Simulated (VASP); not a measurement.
Runs of VASP 6.6.1 on Ti. The structure is that of space group Fm-3m (No. 225), or close to it. The cells are those of the table. 

```csv
task,cell,k mesh,smearing,gap on the mesh (eV),pressure (GPa)
single point,"a = 2.732 Å, angles 60.0°, 1 atom",20 × 20 × 20,fermi-dirac 0.15 eV,none,21.4
single point,"a = 2.868 Å, angles 60.0°, 1 atom",26 × 26 × 26,gaussian 0.15 eV,none,-0.2
single point,"a = 2.748 Å, angles 60.0°, 1 atom",18 × 18 × 18,gaussian 0.1 eV,none,(a)
single point,"a = 2.809 Å, angles 60.0°, 1 atom",18 × 18 × 18,gaussian 0.1 eV,none,7.4
```

Alike in all rows: level PBEsol; potentials or basis VASP PAW PBE potentials, release 64 (Ti_sv); no spin polarisation; cutoff (eV) 520.

Fill in the values left out.

(a) 17.5.

Caveats: the PAW data sets were made with another functional, which shifts forces and pressure a little.

A gap of «none» marks levels without a gap at the run's occupations.
